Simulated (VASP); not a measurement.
# Cd: single point with PBE

The system is Cd.

```
Cd
1.0
     1.60803    0.92840    2.44929
    -1.60803    0.92840    2.44929
     0.00000   -1.85679    2.44929
Cd
1
Direct
  0.00000 0.00000 0.00000
```

| Property | Result |
| --- | --- |
| Program | VASP 6.6.1 |
| Task | single point |
| Functional | PBE |
| Potentials or basis | VASP PAW PBE potentials, release 64 (Cd) |
| Cutoff | 520 eV |
| k mesh | 10 × 10 × 10 |
| Occupations | fermi-dirac, width 0.1 eV |
| Spin | collinear spin, zero start |
| Starting moments | [0.0] μB |

```yaml
Pressure: 2.3 GPa
Band_gap_on_the_k_mesh: zero (filled and empty bands overlap)
Net_moment: 0.00 μB per cell
Valence_electrons_inside_the_program's_atomic_spheres: Cd 10.31
```

Stress tensor (GPa, compression positive):
```
2.13 0.00 0.00
0.00 2.13 0.00
0.00 0.00 2.73
```

Levels at points of the mesh, in eV from the Fermi level:
Spin up:
| k point | band 4 | band 5 | band 6 | band 7 | band 8 | band 9 |
| --- | --- | --- | --- | --- | --- | --- |
| (0.00, 0.00, 0.00) | -8.74 | -8.68 | -8.68 | 13.47 | 14.13 | 14.13 |
| (0.50, 0.00, 0.00) | -8.41 | -8.28 | -2.43 | -1.61 | 12.46 | 12.55 |
| (0.50, 0.50, 0.00) | -8.24 | -8.20 | -0.80 | 1.37 | 6.03 | 7.56 |
| (0.50, 0.50, 0.50) | -8.27 | -8.27 | -1.93 | -0.47 | 11.47 | 11.47 |
Spin down:
```csv
k point,band 2,band 3,band 4,band 5,band 6,band 7,band 8,band 9,band 10,band 11
"(0.00, 0.00, 0.00)",-9.24,-9.03,-8.74,-8.68,-8.68,13.47,14.13,14.13,16.97,17.62
"(0.50, 0.00, 0.00)",-9.27,-9.00,-8.41,-8.28,-2.43,-1.61,12.46,12.55,13.99,16.25
"(0.50, 0.50, 0.00)",-9.70,-8.38,-8.24,-8.20,-0.80,1.37,6.03,7.56,10.30,11.82
"(0.50, 0.50, 0.50)",-9.16,-9.16,-8.27,-8.27,-1.93,-0.47,11.47,11.47,12.36,15.53
```

Wall time 33 s on 1 thread of Intel(R) Xeon(R) Platinum 8259CL CPU @ 2.50GHz (Skylake/Cascade Lake) (shared host), peak memory 0.19 GiB.
